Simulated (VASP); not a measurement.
Set up this calculation in VASP 6.6.1, as the native input.

| Quantity | Value |
| --- | --- |
| Task | single point |
| Functional | PBE |
| Potentials or basis | VASP PAW PBE potentials, release 64 (Mg) |
| Cutoff | 520 eV |
| k mesh | 16 × 16 × 16 |
| Occupations | gaussian, width 0.1 eV |
| Spin | no spin polarisation |
| Dipole correction | no |
| Further INCAR settings | ALGO = Normal; EDIFF = 1e-06; NBANDS = 7 |

The structure of Mg lies in POSCAR:

```
Mg
1.0
   -1.7344623695      1.7344623695      1.7344623695
    1.7344623695     -1.7344623695      1.7344623695
    1.7344623695      1.7344623695     -1.7344623695
Mg
1
Direct
    0.0000000000      0.0000000000      0.0000000000
```

This isn't the form of Mg at room conditions, which is hcp.

The input as run:

INCAR

```
SYSTEM = Mg
ALGO = Normal
EDIFF = 1E-6
ENCUT = 520
GGA = PE
ISIF = 2
ISMEAR = 0
LASPH = .TRUE.
LCHARG = .TRUE.
LELF = .TRUE.
LREAL = .FALSE.
LVHAR = .TRUE.
LWAVE = .FALSE.
NBANDS = 7
NELM = 80
PREC = Accurate
SIGMA = 0.1
```

KPOINTS

```
k-points
0
G
  16 16 16
  0 0 0
```

Potentials or basis: VASP PAW PBE potentials, release 64 (Mg).

Run with:

```console
$ cat potpaw_PBE.64/Mg/POTCAR > POTCAR
$ mpirun -np 1 vasp_std > vasp.out
```

Results of the run:

```json
{
  "Pressure": "3.9 GPa",
  "Band gap on the k mesh": "zero (bands 1 and 2 overlap by 4.92 eV)"
}
```

Caveat: the cell stands under pressure.

It took 18 s on 1 thread of Intel Xeon 8259CL, on a shared host, peak memory 0.15 GiB.
